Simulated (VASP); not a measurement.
Pb:

```xyz
1
Lattice="-1.4914 1.4914 1.4914 1.4914 -1.4914 1.4914 1.4914 1.4914 -1.4914" Properties=species:S:1:pos:R:3 pbc="T T T"
Pb    0.0000    0.0000    0.0000
```

* Program: VASP 6.6.1
* Task: relaxation of cell and atoms
* Functional: PBEsol
* Potentials or basis: VASP PAW PBE potentials, release 64 (Pb_d)
* Cutoff: 500 eV
* k mesh: 10 × 10 × 10
* Occupations: gaussian, width 0.1 eV
* Spin: no spin polarisation

At the start: pressure 286.3 GPa; volume 13.27 Å³/atom.

Question: How do energy, volume and symmetry change on relaxing?

Answer: Over 9 steps the energy falls by 6593.2 meV/atom and the volume is 29.56 Å³/atom (+122.8 %); space group Im-3m (No. 229, to 0.05 Å).

Step by step:
| step | energy change (eV) | largest force (eV/Å) | pressure (GPa) | volume (Å³) |
| --- | --- | --- | --- | --- |
| 1 | 0.0000 | 0.0000 | 286.33 | 13.27 |
| 2 | 101.1613 | 0.0000 | -493.35 | 130.78 |
| 3 | -3.4046 | 0.0000 | 138.10 | 15.97 |
| 4 | -4.5713 | 0.0000 | 90.45 | 17.63 |
| 5 | -6.1322 | 0.0000 | 26.80 | 22.38 |
| 6 | -3.5953 | 0.0000 | -42.12 | 61.49 |
| 7 | -6.5748 | 0.0000 | 3.47 | 27.83 |
| 8 | -6.5906 | 0.0000 | 1.23 | 28.92 |
| 9 | -6.5932 | 0.0000 | 0.12 | 29.56 |

Final structure:
```
CELL_PARAMETERS angstrom
-1.94781 1.94781 1.94781
1.94781 -1.94781 1.94781
1.94781 1.94781 -1.94781
ATOMIC_POSITIONS crystal
Pb 0.00000 0.00000 0.00000
```

Caveat: the volume moved by over 15 % at a fixed basis, so the end points are rough; the PAW data sets were made with another functional, which shifts forces and pressure a little.
